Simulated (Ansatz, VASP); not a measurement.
**LaNb4O: VASP beside Ansatz**

```
CELL_PARAMETERS angstrom
4.32545 0.00000 0.00000
0.00000 4.32545 0.00000
0.00000 0.00000 6.13026
ATOMIC_POSITIONS crystal
La 0.00000 0.00000 0.00000
Nb 0.50000 0.00000 0.75658
Nb 0.00000 0.50000 0.24342
Nb 0.50000 0.00000 0.24342
Nb 0.00000 0.50000 0.75658
O 0.50000 0.50000 0.50000
```

Change from the starting cell: species swapped into the Na4SeS type (P4/mmm, No. 123).

Alike in both runs: task single point; functional PBE; k mesh 4 × 4 × 4; occupations gaussian, width 0.1 eV; no spin polarisation.

|  | VASP | Ansatz |
| --- | --- | --- |
| version | VASP 6.6.1 | Ansatz 0.2.0 |
| potentials or method | VASP PAW PBE potentials, release 64 (La, Nb_sv, O), cutoff 520 eV | scalar-relativistic, plane waves, PAW |
| valence electrons in the cell | 69 | 69 |

```csv
,VASP,Ansatz,Ansatz less VASP
gap on the k mesh at the Fermi level (eV),none,none,-
pressure (GPa),-1.2,-1.0,+0.23
"traceless stress, the component that is largest in VASP (GPa)",-1.26,-1.27,-0.011
rms of the force components (eV/Å),0.688,0.690,+0.0021
```

Atom by atom the forces differ by 0.002 eV/Å (rms over components). A gap of «none» marks a metal or a gap that the smearing closes.

The k mesh is coarse, so the values compare programs but aren't converged. Spin-orbit coupling is off throughout.
